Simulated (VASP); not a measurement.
# Co (P6_3/mmc) in VASP: further runs, part 2 of 2

VASP 6.6.1. The steps go on from the part before.

## 3. Single point, PBE, collinear spin, ferromagnetic start

This run uses another cell than the first one, of 9.74 Å³/atom, 1.016 times its volume.

Input file INCAR:

```
SYSTEM = Co
ALGO = Normal ; EDIFF = 1E-6
ENCUT = 520 ; GGA = PE
ISIF = 2 ; ISMEAR = 0
ISPIN = 2 ; LASPH = .TRUE.
LCHARG = .TRUE. ; LELF = .TRUE.
LMAXMIX = 4 ; LORBIT = 11
LREAL = .FALSE. ; LVHAR = .TRUE.
LWAVE = .FALSE. ; MAGMOM = 1.86 1.86
NBANDS = 20 ; NELM = 150
PREC = Accurate ; SIGMA = 0.15
```

Input file KPOINTS:

```
k-points
0
G
  21 21 12
  0 0 0
```

Input file POSCAR:

```
Co
1.0
    2.5183000000      0.0000000000      0.0000000000
   -1.2591500000      2.1809117744      0.0000000000
    0.0000000000      0.0000000000      3.5484000000
Co
2
Direct
    0.3333333333      0.6666666667      0.2500000000
    0.6666666667      0.3333333333      0.7500000000
```

Potentials or basis: VASP PAW PBE potentials, release 64 (Co).

The run is started by

```console
cat potpaw_PBE.64/Co/POTCAR > POTCAR
mpirun -np 1 vasp_std > vasp.out
```

OUTCAR:

```text
SYSTEM = Co
   EDIFF = 1E-6
   ENCUT = 520
   GGA = PE
   ISIF = 2
   ISMEAR = 0
   ISPIN = 2
   LASPH = .TRUE.
   LORBIT = 11
   LREAL = .FALSE.
   NELM = 150
   PREC = Accurate

 ion  position               nearest neighbor table
   1  0.333  0.667  0.250-   2 2.29   2 2.29   2 2.29   2 2.29   2 2.29   2 2.29
   2  0.667  0.333  0.750-   1 2.29   1 2.29   1 2.29   1 2.29   1 2.29   1 2.29

  LATTYP: Found a hexagonal cell.
 ALAT       =     2.5183000000
 C/A-ratio  =     1.4090457849

  Lattice vectors:

 A1 = (   2.5183000000,   0.0000000000,   0.0000000000)
 A2 = (  -1.2591500000,   2.1809117744,   0.0000000000)
 A3 = (   0.0000000000,   0.0000000000,   3.5484000000)

Analysis of symmetry for initial positions (statically):
=====================================================================
 Subroutine PRICEL returns:
 Original cell was already a primitive cell.

 Routine SETGRP: Setting up the symmetry group for a
 hexagonal supercell.

 Subroutine GETGRP returns: Found 24 space group operations
 (whereof 12 operations were pure point group operations)
 out of a pool of 24 trial point group operations.

The static configuration has the point symmetry D_3d.
 The point group associated with its full space group is D_6h.

Analysis of symmetry for dynamics (positions and initial velocities):
=====================================================================
 Subroutine PRICEL returns:
 Original cell was already a primitive cell.

 Routine SETGRP: Setting up the symmetry group for a
 hexagonal supercell.

 Subroutine GETGRP returns: Found 24 space group operations
 (whereof 12 operations were pure point group operations)
 out of a pool of 24 trial point group operations.

The dynamic configuration has the point symmetry D_3d.
 The point group associated with its full space group is D_6h.

Analysis of structural, dynamic, and magnetic symmetry:
=====================================================================
 Subroutine PRICEL returns:
 Original cell was already a primitive cell.

 Routine SETGRP: Setting up the symmetry group for a
 hexagonal supercell.

[... 146 lines left out ...]
 Free energy of the ion-electron system (eV)
  ---------------------------------------------------
  ext. energy  EPLUGINS =         0.00000000
  ---------------------------------------------------
  free energy    TOTEN  =       -13.62332397 eV

  energy without entropy =      -13.59867311  energy(sigma->0) =      -13.61099854

 E-fermi :  11.8699     XC(G=0): -14.0346

 val. band max:       11.8669311060   @ k =   0.0476   0.0476   0.1667
 cond. band min:      11.8710771701   @ k =   0.2857   0.1429   0.0000
 fundamental gap:      0.0041460641
 Fermi energy:        11.8699473087

 spin component 1

 k-point     1 :       0.0000    0.0000    0.0000
  band No.  band energies     occupation
      1       2.3379      1.00000
      2       6.2015      1.00000
      3       9.0752      1.00000
      4       9.0752      1.00000
      5       9.4565      1.00000
      6       9.4565      1.00000
[... 541 lines left out ...]
     19      37.4551      0.00000
     20      39.5128      0.00000

 [... further k-points ...]

 spin component 2

 k-point     1 :       0.0000    0.0000    0.0000
  band No.  band energies     occupation
      1       2.3491      1.00000
      2       7.1742      1.00000
      3      10.5192      1.00000
      4      10.5192      1.00000
      5      10.8264      1.00000
      6      10.8264      1.00000
[... 541 lines left out ...]
     19      37.6168      0.00000
     20      39.9478      0.00000

 [... further k-points ...]
[... 5 lines left out ...]
  --------------------------------------------------------------------------------------
  -------------------------------------------------------------------------------------
  Total        2.0142661      2.0142661      7.6453609      0.0000000      0.0000000      0.0000000
  in kB      165.5957905    165.5957905    628.5364118      0.0000000      0.0000000      0.0000000
  external PRESSURE =     319.9093309 kB  Pullay stress =       0.0000000 kB

 VOLUME and BASIS-vectors are now :
 -----------------------------------------------------------------------------
  energy-cutoff  :      520.00
  volume of cell :       19.49
      direct lattice vectors                 reciprocal lattice vectors
     2.518300000  0.000000000  0.000000000     0.397093277  0.229261910  0.000000000
    -1.259150000  2.180911774  0.000000000     0.000000000  0.458523821  0.000000000
     0.000000000  0.000000000  3.548400000     0.000000000  0.000000000  0.281817157

 POSITION                                       TOTAL-FORCE (eV/Angst)
 -----------------------------------------------------------------------------------
     -0.00000      1.45394      0.88710        -0.000000      0.000000     -0.000000
      1.25915      0.72697      2.66130         0.000000      0.000000      0.000000
 -----------------------------------------------------------------------------------
    total drift:                                0.000000     -0.000000     -0.000000

  FREE ENERGIE OF THE ION-ELECTRON SYSTEM (eV)
  ---------------------------------------------------
  free  energy   TOTEN  =       -13.6233239685 eV

  energy  without entropy=      -13.5986731090  energy(sigma->0) =      -13.61099854

 total charge

# of ion       s       p       d       tot
------------------------------------------
    1        0.542   0.622   7.373   8.537
    2        0.542   0.622   7.373   8.537
--------------------------------------------------
tot          1.083   1.245  14.746  17.074

 magnetization (x)

# of ion       s       p       d       tot
------------------------------------------
    1       -0.016  -0.052   1.466   1.399
    2       -0.016  -0.052   1.466   1.399
--------------------------------------------------
tot         -0.031  -0.103   2.933   2.798
```

OSZICAR:

```text
N       E                     dE             d eps       ncg     rms          rms(c)
DAV:   1     0.859388103174E+02    0.85939E+02   -0.79089E+03 28608   0.123E+03
DAV:   2    -0.108231535463E+02   -0.96762E+02   -0.86784E+02 27356   0.220E+02
DAV:   3    -0.154379060577E+02   -0.46148E+01   -0.44457E+01 30248   0.577E+01
DAV:   4    -0.155066869736E+02   -0.68781E-01   -0.68730E-01 32984   0.621E+00
DAV:   5    -0.155085988494E+02   -0.19119E-02   -0.19118E-02 31008   0.985E-01    0.167E+01
DAV:   6    -0.138958511295E+02    0.16127E+01   -0.57056E+00 31212   0.507E+01    0.562E+00
DAV:   7    -0.136620658271E+02    0.23379E+00   -0.76319E-01 33144   0.166E+01    0.373E+00
DAV:   8    -0.136339042476E+02    0.28162E-01   -0.14011E-02 37864   0.135E+00    0.206E+00
DAV:   9    -0.136237419945E+02    0.10162E-01   -0.23700E-03 43200   0.703E-01    0.495E-01
DAV:  10    -0.136232641462E+02    0.47785E-03   -0.42038E-04 30036   0.268E-01    0.121E-01
DAV:  11    -0.136233178272E+02   -0.53681E-04   -0.78063E-05 35380   0.149E-01    0.367E-02
DAV:  12    -0.136233235042E+02   -0.56770E-05   -0.17010E-05 28936   0.400E-02    0.207E-02
DAV:  13    -0.136233239685E+02   -0.46432E-06   -0.97307E-07 20240   0.129E-02
   1 F= -.13623324E+02 E0= -.13610999E+02  d E =-.246509E-01  mag=     2.8020
```

Wall time 92 s (1 thread of Intel Xeon 6975P-C (Granite Rapids), shared host); peak memory 0.29 GiB.

Results:

| Property | Result |
| --- | --- |
| Free energy | -13.6233 eV |
| Pressure | 32.0 GPa |
| Net moment | 2.80 μB per cell |
| Site moments | Co +1.40 μB |
| Valence electrons inside the program's atomic spheres | Co 8.54 |

Stress tensor (GPa, compression positive):
```
16.56  0.00  0.00
 0.00 16.56  0.00
 0.00  0.00 62.85
```

## 4. Single point, PBE, collinear spin, ferromagnetic start

This run uses another cell than the first one, of 10.42 Å³/atom, 1.087 times its volume.

Input file INCAR:

```
SYSTEM = Co
PREC = Accurate
ENCUT = 520
EDIFF = 1E-7
ISMEAR = 0
SIGMA = 0.15
LREAL = .FALSE.
LASPH = .TRUE.
NELM = 150
ALGO = Fast
ISIF = 2
LWAVE = .FALSE.
LCHARG = .FALSE.
ISPIN = 2
MAGMOM = 1.86 1.86
LORBIT = 11
LMAXMIX = 4
GGA = PE
NBANDS = 20
```

Input file KPOINTS:

```
Automatic mesh
0
G
  21 21 12
  0 0 0
```

Input file POSCAR:

```
Co
1.0
    2.4435000000      0.0000000000      0.0000000000
   -1.2217500000      2.1161330741      0.0000000000
    0.0000000000      0.0000000000      4.0322612623
Co
2
Direct
    0.3333333333      0.6666666667      0.2500000000
    0.6666666667      0.3333333333      0.7500000000
```

The run is started by

```console
cat potpaw_PBE.64/Co/POTCAR > POTCAR
mpirun -np 1 vasp_std > vasp.out
```

Run time: 2.1 min. Hardware: 1 thread of Intel Xeon 6975P-C (Granite Rapids), shared host; peak memory 0.29 GiB.

Results (log left out):

| Item | Value |
| --- | --- |
| Free energy | -14.0538 eV |
| Pressure | 8.7 GPa |
| Net moment | 3.14 μB per cell |
| Site moments | Co +1.58 μB |
| Valence electrons inside the program's atomic spheres | Co 8.35 |

Stress tensor (GPa, compression positive):
```
11.00  0.00  0.00
 0.00 11.00  0.00
 0.00  0.00  4.17
```

Levels at points of the mesh, in eV from the Fermi level:
Spin up:
| k point | band 7 | band 8 | band 9 | band 10 | band 11 | band 12 | band 13 | band 14 | band 15 | band 16 |
| --- | --- | --- | --- | --- | --- | --- | --- | --- | --- | --- |
| (0.00, 0.00, 0.00) | -2.32 | -1.87 | -1.87 | -0.78 | -0.78 | -0.33 | 6.42 | 22.59 | 25.28 | 25.70 |
| (0.00, 0.00, 0.50) | -2.68 | -2.68 | -1.11 | -1.11 | -1.11 | -1.11 | 14.96 | 14.96 | 23.32 | 23.32 |
Spin down:
| k point | band 3 | band 4 | band 5 | band 6 | band 7 | band 8 | band 9 | band 10 | band 11 | band 12 |
| --- | --- | --- | --- | --- | --- | --- | --- | --- | --- | --- |
| (0.00, 0.00, 0.00) | -1.20 | -1.04 | -1.04 | -0.68 | -0.68 | -0.38 | -0.12 | -0.12 | 1.08 | 1.08 |
| (0.00, 0.00, 0.50) | -1.73 | -1.73 | -1.08 | -1.08 | -1.08 | -1.08 | 0.73 | 0.73 | 0.73 | 0.73 |

## 5. The runs side by side

| cell | gap on the mesh (eV) | pressure (GPa) | moment (μB) |
| --- | --- | --- | --- |
| a = 2.443, b = 2.443, c = 3.710 Å, angles 90.0, 90.0, 120.0°, 2 atoms | none | 35.1 | 2.97 |
| a = 2.518, b = 2.518, c = 3.548 Å, angles 90.0, 90.0, 120.0°, 2 atoms | none | 32.0 | 2.80 |
| a = 2.443, b = 2.443, c = 4.032 Å, angles 90.0, 90.0, 120.0°, 2 atoms | none | 8.7 | 3.14 |

Alike in all rows: task single point; level PBE; potentials or basis VASP PAW PBE potentials, release 64 (Co); spin collinear, ferromagnetic start; k mesh 21 × 21 × 12; cutoff (eV) 520; smearing gaussian 0.15 eV.

Total energies depend on the potentials used, so only differences within one code and one set of settings carry meaning.
